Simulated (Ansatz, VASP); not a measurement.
One calculation of Be3NbAs, two programs

```xyz
5
Lattice="4.1564 0.0000 0.0000 0.0000 4.1564 0.0000 0.0000 0.0000 4.1564" Properties=species:S:1:pos:R:3 pbc="T T T"
Be    0.0000    2.0782    2.0782
Be    2.0782    0.0000    2.0782
Be    2.0782    2.0782    0.0000
Nb    0.0000    0.0000    0.0000
As    2.0782    2.0782    2.0782
```

Alike in both runs: functional PBE; k mesh 10 × 10 × 10; occupations gaussian, width 0.1 eV; no spin polarisation.

Ansatz relaxed the structure, and its values are those at the end. VASP's run is a single point on that final structure, the one shown.

|  | VASP | Ansatz |
| --- | --- | --- |
| version | VASP 6.6.1 | Ansatz 0.2.0 |
| potentials or method | VASP PAW PBE potentials, release 64 (Be, Nb_sv, As), cutoff 520 eV | scalar-relativistic, plane waves, PAW |
| valence electrons in the cell | 24 | 34 |

```tsv
	VASP	Ansatz	Ansatz less VASP
gap on the k mesh at the Fermi level (eV)	none	none	-
pressure (GPa)	0.3	0.0	-0.32
```

A gap of «none» marks a metal or a gap that the smearing closes. With one functional, cell and mesh, what is left measures potentials, basis and numerics. VASP's potentials hold 24 valence electrons a cell and Ansatz's 34, so a difference there can come from the potentials and not from the codes.
